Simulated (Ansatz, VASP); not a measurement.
# KI: VASP beside Ansatz

```
K I
1.0
     0.00000    3.54428    3.54428
     3.49644    0.00000    3.54428
     3.49644    3.54428    0.00000
K I
1 1
Direct
  0.00000 0.00000 0.00000
  0.50000 0.50000 0.50000
```

Change from the starting cell: uniaxial_x strain -1.4%.

Alike in both runs: task single point; functional PBE; k mesh 6 × 6 × 6; occupations fermi-dirac, width 0.02 eV; no spin polarisation.

|  | VASP | Ansatz |
| --- | --- | --- |
| version | VASP 6.6.1 | Ansatz 0.2.0 |
| potentials or method | VASP PAW PBE potentials, release 64 (K_sv, I) | plane waves, PAW |
| plane-wave cutoff (eV) | 520 | 420 |
| valence electrons in the cell | 16 | 26 |

Ansatz gave:

```
gap on the k mesh at the Fermi level (eV)                     : 3.97
pressure (GPa)                                                : 0.6
traceless stress, the component that is largest in VASP (GPa) : 0.25
```

**Question.** Which values does VASP return?

**Answer.** gap on the k mesh at the Fermi level (eV): 3.97; pressure (GPa): 0.7; traceless stress, the component that is largest in VASP (GPa): 0.25.

VASP's potentials hold 16 valence electrons a cell and Ansatz's 26, so a difference there can come from the potentials and not from the codes.

Spin-orbit coupling is off throughout.
